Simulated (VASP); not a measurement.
Wanted: the native input for a VASP 6.6.1 run.

| Item | Value |
| --- | --- |
| Task | single point |
| Functional | LDA |
| Potentials or basis | VASP PAW LDA potentials, release 64 (Sc_sv) |
| Cutoff | 520 eV |
| k mesh | 15 × 15 × 15 |
| Occupations | fermi-dirac, width 0.05 eV |
| Spin | no spin polarisation |
| Dipole correction | no |
| Further INCAR settings | ALGO = Normal; EDIFF = 1e-06; NBANDS = 18 |

The structure of Sc lies in POSCAR:

```
Sc
1.0
    0.0000000000      2.1750576069      2.1750576069
    2.1750576069      0.0000000000      2.1750576069
    2.1750576069      2.1750576069      0.0000000000
Sc
2
Direct
   -0.1250000000     -0.1250000000     -0.1250000000
    0.1250000000      0.1250000000      0.1250000000
```

This isn't the form of Sc at room conditions, which is hcp.

These files were run (other wordings do the same):

INCAR

```
SYSTEM = Sc
  ALGO = Normal
  EDIFF = 1E-6
  ENCUT = 520
  GGA = CA
  ISIF = 2
  ISMEAR = -1
  LASPH = .True.
  LCHARG = .False.
  LREAL = .False.
  LWAVE = .False.
  NBANDS = 18
  NELM = 100
  PREC = Accurate
  SIGMA = 0.05
```

KPOINTS

```
k-points
0
Gamma
  15 15 15
  0 0 0
```

Potentials or basis: VASP PAW LDA potentials, release 64 (Sc_sv).

Launch:

```sh
$ cat potpaw_LDA.64/Sc_sv/POTCAR > POTCAR
$ mpirun -np 1 vasp_std > vasp.out
```

It gave:

```json
{
 "Pressure": "173.0 GPa",
 "Band gap on the k mesh": "zero (bands 11 and 12 overlap by 0.26 eV)"
}
```

Caveat: atoms lie so close that the PAW spheres overlap strongly, which falsifies energies and pressures; the cell stands under pressure.

Run time: 29 s on 1 thread of Intel(R) Xeon(R) Platinum 8259CL CPU @ 2.50GHz (Skylake/Cascade Lake), on a shared host, peak memory 0.15 GiB.
